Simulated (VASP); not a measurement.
# Re in VASP: single point with PBE

Aim: the single point of Re with PBE.

Everything below comes from runs of VASP 6.6.1. Logs are shortened: lines on timing, memory, paths and dates and some standing lists are left out, and cuts for length are marked.

### 1 The cell of the first run

The cell holds a slab with vacuum, 10 atoms: a = 2.775 Å, b = 2.775 Å, c = 35.179 Å, α = 90.00°, β = 90.00°, γ = 120.00°.

### 2 Single point, PBE

Contents of INCAR:

```
  PREC = Accurate
  ENCUT = 520
  EDIFF = 1E-6
  ISMEAR = 0
  SIGMA = 0.1
  LREAL = F
  LASPH = T
  NELM = 80
  ALGO = Normal
  ISIF = 2
  LWAVE = F
  LCHARG = T
  LDIPOL = T
  IDIPOL = 3
  DIPOL = 0.5 0.5 0.500
  GGA = PE
  LELF = T
  LVHAR = T
  LVACPOTAV = T
  NBANDS = 46
```

Contents of KPOINTS:

```
regular mesh
0
Gamma
  15 15 1
```

Contents of POSCAR:

```
Re
1.0
    2.7748915347      0.0000000000      0.0000000000
   -1.3874457673      2.4031265618      0.0000000000
    0.0000000000      0.0000000000     35.1785909577
Re
10
Direct
    0.3333333333      0.6666666667      0.2131978512
    0.6666666667      0.3333333333      0.2769316620
    0.3333333333      0.6666666667      0.3406654729
    0.6666666667      0.3333333333      0.4043992837
    0.3333333333      0.6666666667      0.4681330946
    0.6666666667      0.3333333333      0.5318669054
    0.3333333333      0.6666666667      0.5956007163
    0.6666666667      0.3333333333      0.6593345271
    0.3333333333      0.6666666667      0.7230683380
    0.6666666667      0.3333333333      0.7868021488
```

Potentials or basis: VASP PAW PBE potentials, release 64 (Re).

Launch:

```
> cat potpaw_PBE.64/Re/POTCAR > POTCAR
> mpirun -np 1 vasp_std > vasp.out
```

OUTCAR:

```text
PREC = Accurate
   ENCUT = 520
   EDIFF = 1E-6
   ISMEAR = 0
   LREAL = F
   LASPH = T
   NELM = 80
   ISIF = 2
   GGA = PE

 ion  position               nearest neighbor table
   1  0.333  0.667  0.213-   2 2.76   2 2.76   2 2.76
   2  0.667  0.333  0.277-   1 2.76   1 2.76   1 2.76   3 2.76   3 2.76   3 2.76
   3  0.333  0.667  0.341-   4 2.76   4 2.76   4 2.76   2 2.76   2 2.76   2 2.76
   4  0.667  0.333  0.404-   3 2.76   3 2.76   3 2.76   5 2.76   5 2.76   5 2.76
   5  0.333  0.667  0.468-   6 2.76   6 2.76   6 2.76   4 2.76   4 2.76   4 2.76
   6  0.667  0.333  0.532-   5 2.76   5 2.76   5 2.76   7 2.76   7 2.76   7 2.76
   7  0.333  0.667  0.596-   8 2.76   8 2.76   8 2.76   6 2.76   6 2.76   6 2.76
   8  0.667  0.333  0.659-   7 2.76   7 2.76   7 2.76   9 2.76   9 2.76   9 2.76
   9  0.333  0.667  0.723-  10 2.76  10 2.76  10 2.76   8 2.76   8 2.76   8 2.76
  10  0.667  0.333  0.787-   9 2.76   9 2.76   9 2.76

  LATTYP: Found a hexagonal cell.
 ALAT       =     2.7748915347
 C/A-ratio  =    12.6774652334

  Lattice vectors:

 A1 = (   2.7748915347,   0.0000000000,   0.0000000000)
 A2 = (  -1.3874457673,   2.4031265618,   0.0000000000)
 A3 = (   0.0000000000,   0.0000000000,  35.1785909577)

Analysis of symmetry for initial positions (statically):
=====================================================================
 Subroutine PRICEL returns:
 Original cell was already a primitive cell.

 Routine SETGRP: Setting up the symmetry group for a
 hexagonal supercell.

 Subroutine GETGRP returns: Found 12 space group operations
 (whereof 12 operations were pure point group operations)
 out of a pool of 24 trial point group operations.

The static configuration has the point symmetry D_3d.

Analysis of symmetry for dynamics (positions and initial velocities):
=====================================================================
 Subroutine PRICEL returns:
 Original cell was already a primitive cell.

 Routine SETGRP: Setting up the symmetry group for a
 hexagonal supercell.

 Subroutine GETGRP returns: Found 12 space group operations
 (whereof 12 operations were pure point group operations)
 out of a pool of 24 trial point group operations.

The dynamic configuration has the point symmetry D_3d.

 Subroutine INISYM returns: Found 12 space group operations
 (whereof 12 operations are pure point group operations),
 and found     1 'primitive' translations

----------------------------------------------------------------------------------------

                                     Primitive cell

  volume of cell :     234.5855

  direct lattice vectors                    reciprocal lattice vectors
     2.774891535  0.000000000  0.000000000     0.360374446  0.208062283  0.000000000
    -1.387445767  2.403126562  0.000000000     0.000000000  0.416124567  0.000000000
     0.000000000  0.000000000 35.178590958     0.000000000  0.000000000  0.028426380

  length of vectors
     2.774891535  2.774891535 35.178590958     0.416124567  0.416124567  0.028426380

  position of ions in fractional coordinates (direct lattice)
     0.333333333  0.666666667  0.213197851
     0.666666667  0.333333333  0.276931662
     0.333333333  0.666666667  0.340665473
     0.666666667  0.333333333  0.404399284
     0.333333333  0.666666667  0.468133095
     0.666666667  0.333333333  0.531866905
     0.333333333  0.666666667  0.595600716
     0.666666667  0.333333333  0.659334527
     0.333333333  0.666666667  0.723068338
     0.666666667  0.333333333  0.786802149

  ion indices of the primitive-cell ions
   primitive index   ion index
                 1           1
                 2           2
                 3           3
                 4           4
                 5           5
                 6           6
                 7           7
                 8           8
                 9           9
                10          10

----------------------------------------------------------------------------------------

 KPOINTS: regular mesh

Automatic generation of k-mesh.
 Grid dimensions read from file:
 generate k-points for:   15   15    1

 Generating k-lattice:

  Cartesian coordinates                     Fractional coordinates (reciprocal lattice)
     0.024024963  0.013870819  0.000000000     0.066666667  0.000000000  0.000000000
     0.000000000  0.027741638  0.000000000     0.000000000  0.066666667  0.000000000
     0.000000000  0.000000000  0.028426380     0.000000000  0.000000000  1.000000000

  Length of vectors
     0.027741638  0.027741638  0.028426380

  Shift w.r.t. Gamma in fractional coordinates (k-lattice)
     0.000000000  0.000000000  0.000000000

 Subroutine IBZKPT returns following result:
 ===========================================

 Found     27 irreducible k-points:

 Following reciprocal coordinates:
            Coordinates               Weight
  0.000000  0.000000  0.000000      1.000000
  0.066667  0.000000  0.000000      6.000000
  0.133333  0.000000  0.000000      6.000000
  0.200000  0.000000  0.000000      6.000000
  0.266667  0.000000  0.000000      6.000000
  0.333333  0.000000  0.000000      6.000000
[... 16 lines left out ...]
  0.333333  0.200000  0.000000     12.000000
  0.400000  0.200000  0.000000      6.000000
 [... further k-points ...]
   k-points           NKPTS =     27   k-points in BZ     NKDIM =     27   number of bands    NBANDS=     46
   number of dos      NEDOS =    301   number of ions     NIONS =     10
   total plane-waves  NPLWV = 155520
   dimension x,y,z NGX =    24 NGY =   24 NGZ =  270
   dimension x,y,z NGXF=    48 NGYF=   48 NGZF=  540
   ions per type =              10
   NGX,Y,Z   is equivalent  to a cutoff of  14.38, 14.38, 12.76 a.u.
   NGXF,Y,Z  is equivalent  to a cutoff of  28.76, 28.76, 25.52 a.u.
 SYSTEM =  unknown system
   PREC   = accura    normal or accurate (medium, high low for compatibility)
   ISTART =      0    job   : 0-new  1-cont  2-samecut
   ICHARG =      2    charge: 1-file 2-atom 10-const
   ISPIN  =      1    spin polarized calculation?
   LNONCOLLINEAR =      F non collinear calculations
   LSORBIT =      F    spin-orbit coupling
   LASPH  =      T    aspherical Exc in radial PAW
   ENCUT  =  520.0 eV  38.22 Ry    6.18 a.u.   5.16  5.16 65.41*2*pi/ulx,y,z
   NELM   =     80;   NELMIN=  2; NELMDL= -5     # of ELM steps
   EDIFF  = 0.1E-05   stopping-criterion for ELM
   LREAL  =      F    real-space projection
   EDIFFG = 0.1E-04   stopping-criterion for IOM
   NSW    =      0    number of steps for IOM
   IBRION =     -1    ionic relax: 0-MD 1-quasi-New 2-CG
   NFREE  =      0    steps in history (QN), initial steepest desc. (CG)
   ISIF   =      2    stress and relaxation
   ISYM   =      2    0-nonsym 1-usesym 2-fastsym
   POTIM  = 0.5000    time-step for ionic-motion
   TEBEG  =    0.0;   TEEND  =   0.0 temperature during run
   PSTRESS=    0.0 pullay stress
   NELECT =      70.0000    total number of electrons
   NUPDOWN=      -1.0000    fix difference up-down
   EMIN   =  10.00;   EMAX   =-10.00  energy-range for DOS
   EFERMI =   0.00;   METHOD = LEGACY
   ISMEAR =     0;   SIGMA  =   0.10  broadening in eV -4-tet -1-fermi 0-gaus
   EFERMI_NEDOS =   21; number of points for ismear=-14 and -15
   IALGO  =     38    algorithm
   IMIX   =      4    mixing-type and parameters
     AMIX     =   0.40;   BMIX     =  1.00
     AMIX_MAG =   1.60;   BMIX_MAG =  1.00
  volume/ion in A,a.u.               =      23.46       158.31
  Fermi-wavevector in a.u.,A,eV,Ry     =   1.093974  2.067312 16.283179  1.196780
  Thomas-Fermi vector in A             =   2.230270
   LORBIT       =      0    0 simple, 1 ext, 2 COOP (PROOUT), +10 PAW based schemes
   GGA     = PE    functional components
   LHFCALC =     F    Hartree Fock is set to
   AEXX    =    0.0000 exact exchange contribution
   IVDW    =     0    specifies the selected vdW correction
   LEPSILON=     F    determine dielectric tensor
   LRPA    =     F    only Hartree local field effects (RPA)
 non-spin polarized calculation
 Gauss-broadening in eV      SIGMA  =   0.10
  energy-cutoff  :      520.00
  volume of cell :      234.59
 maximum number of plane-waves:      6361
 NGX is ok and might be reduce to    24
   NGX = 11   NGY = 11   NGZ =131

 dipolmoment           0.000000      0.000000     -0.000000 electrons x Angstroem

 number of electron      69.9999998 magnetization

 dipolmoment           0.000000      0.000000      0.000000 electrons x Angstroem

 Free energy of the ion-electron system (eV)
  ---------------------------------------------------
  ext. energy  EPLUGINS =         0.00000000
  ---------------------------------------------------
  free energy    TOTEN  =      -121.89497375 eV

  energy without entropy =     -121.85257581  energy(sigma->0) =     -121.87377478

 E-fermi :   3.1478     XC(G=0):  -9.3002

 val. band max:        3.1373560743   @ k =   0.2667   0.0667   0.0000
 cond. band min:       3.1492643200   @ k =   0.4000   0.2000   0.0000
 fundamental gap:      0.0119082457
 Fermi energy:         3.1477861037

 k-point     1 :       0.0000    0.0000    0.0000
  band No.  band energies     occupation
      1      -6.5186      2.00000
      2      -6.2299      2.00000
      3      -5.7617      2.00000
      4      -5.1428      2.00000
      5      -4.4820      2.00000
      6      -3.9050      2.00000
[... 38 lines left out ...]
     45       3.7893      0.00000
     46       4.2595      0.00000

 k-point     2 :       0.0667    0.0000    0.0000
  band No.  band energies     occupation
      1      -6.3409      2.00000
      2      -6.0553      2.00000
      3      -5.5913      2.00000
      4      -4.9755      2.00000
      5      -4.3136      2.00000
      6      -3.7296      2.00000
[... 38 lines left out ...]
     45       3.7332      0.00000
     46       4.2232      0.00000

 k-point     3 :       0.1333    0.0000    0.0000
  band No.  band energies     occupation
      1      -5.8303      2.00000
      2      -5.5569      2.00000
      3      -5.1099      2.00000
      4      -4.5098      2.00000
      5      -3.8515      2.00000
      6      -3.2494      2.00000
[... 1018 lines left out ...]
     45       6.5050      0.00000
     46       6.6294      0.00000

 k-point    24 :       0.4000    0.2000    0.0000
  band No.  band energies     occupation
      1      -2.3358      2.00000
      2      -2.3354      2.00000
      3      -2.1499      2.00000
      4      -2.1482      2.00000
      5      -1.8903      2.00000
      6      -1.7511      2.00000
[... 38 lines left out ...]
     45       6.4790      0.00000
     46       6.5364      0.00000

 [... further k-points ...]
[... 5 lines left out ...]
  --------------------------------------------------------------------------------------
  -------------------------------------------------------------------------------------
  Total       -5.6450173     -5.6450173     -5.1905831     -0.0000000      0.0000000      0.0000000
  in kB      -38.5544723    -38.5544723    -35.4507669     -0.0000000      0.0000000      0.0000000
  external PRESSURE =     -37.5199038 kB  Pullay stress =       0.0000000 kB

 VOLUME and BASIS-vectors are now :
 -----------------------------------------------------------------------------
  energy-cutoff  :      520.00
  volume of cell :      234.59
      direct lattice vectors                 reciprocal lattice vectors
     2.774891535  0.000000000  0.000000000     0.360374446  0.208062283  0.000000000
    -1.387445767  2.403126562  0.000000000     0.000000000  0.416124567  0.000000000
     0.000000000  0.000000000 35.178590958     0.000000000  0.000000000  0.028426380

 POSITION                                       TOTAL-FORCE (eV/Angst)
 -----------------------------------------------------------------------------------
     -0.00000      1.60208      7.50000        -0.000000      0.000000      1.152677
      1.38745      0.80104      9.74207         0.000000     -0.000000     -1.280501
     -0.00000      1.60208     11.98413        -0.000000      0.000000      0.255549
      1.38745      0.80104     14.22620         0.000000     -0.000000     -0.164019
     -0.00000      1.60208     16.46826        -0.000000     -0.000000      0.066310
      1.38745      0.80104     18.71033         0.000000      0.000000     -0.066310
     -0.00000      1.60208     20.95239        -0.000000      0.000000      0.164019
      1.38745      0.80104     23.19446         0.000000      0.000000     -0.255549
     -0.00000      1.60208     25.43653        -0.000000      0.000000      1.280501
      1.38745      0.80104     27.67859         0.000000     -0.000000     -1.152677
 -----------------------------------------------------------------------------------
    total drift:                               -0.000000     -0.000000      0.000000

  FREE ENERGIE OF THE ION-ELECTRON SYSTEM (eV)
  ---------------------------------------------------
  free  energy   TOTEN  =      -121.8949737468 eV

  energy  without entropy=     -121.8525758077  energy(sigma->0) =     -121.87377478

 vacuum level on the upper side and lower side of the slab         8.193         8.193
```

Wall time 30 min (1 thread of Intel Xeon Platinum 8375C at 2.90GHz (Ice Lake), shared host); peak memory 0.5 GiB.

What came out:

```
Free energy            : -121.8950 eV
Largest force          : 1.281 eV/Å
Band gap on the k mesh : zero (band 35 reaches 4.56 eV, above the bottom of band 36 at 2.25 eV)
```

Forces on the atoms (eV/Å):
```
Re   0.000  0.000  1.153
Re   0.000  0.000 -1.281
Re   0.000  0.000  0.256
Re   0.000  0.000 -0.164
Re   0.000  0.000  0.066
Re   0.000  0.000 -0.066
Re   0.000  0.000  0.164
Re   0.000  0.000 -0.256
Re   0.000  0.000  1.281
Re   0.000  0.000 -1.153
```

Levels at points of the mesh, in eV from the Fermi level:
```
           k point  band 32  band 33  band 34  band 35  band 36  band 37  band 38  band 39
(0.00, 0.00, 0.00)    -1.12    -1.05    -1.05    -0.90    -0.90    -0.78    -0.78    -0.34
```

Caveat: spin-orbit coupling is left out, which moves the levels of the heavy elements.
